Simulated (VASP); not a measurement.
A run of VASP 6.6.1 is set up as follows.

Contents of INCAR:

```
SYSTEM = Al2O3
ALGO = Normal
EDIFF = 1E-7
ENCUT = 520
GGA = PS
ISIF = 2
ISMEAR = 0
LASPH = .TRUE.
LCHARG = .FALSE.
LREAL = .FALSE.
LWAVE = .FALSE.
NBANDS = 35
NELM = 100
PREC = Accurate
SIGMA = 0.05
```

Contents of KPOINTS:

```
k-points
0
G
  6 6 6
  0 0 0
```

POSCAR

```
Al2O3
1.0
    2.4686496626      1.4252755473      4.4867528069
   -2.4686496626      1.4252755473      4.4867528069
    0.0000000000     -2.8505510945      4.4867528069
Al O
4 6
Direct
    0.8520350473      0.8520350473      0.8520350473
    0.6479649527      0.6479649527      0.6479649527
    0.1479649527      0.1479649527      0.1479649527
    0.3520350473      0.3520350473      0.3520350473
    0.0558571577      0.4441428423      0.7500000000
    0.7500000000      0.0558571577      0.4441428423
    0.4441428423      0.7500000000      0.0558571577
    0.9441428423      0.5558571577      0.2500000000
    0.2500000000      0.9441428423      0.5558571577
    0.5558571577      0.2500000000      0.9441428423
```

Potentials or basis: VASP PAW PBE potentials, release 64 (Al, O).

Run with:

```console
$ cat potpaw_PBE.64/Al/POTCAR potpaw_PBE.64/O/POTCAR > POTCAR
$ mpirun -np 1 vasp_std > vasp.out
```

(1) What does it give for the largest force?

(2) What does it give for the pressure?

(3) Predict the band gap on the k mesh.

## Answers

(1) 0.105 eV/Å.

(2) -20.1 GPa.

(3) 4.84 eV.

Caveat: the cell stands under tension; the PAW data sets were made with another functional, which shifts forces and pressure a little.
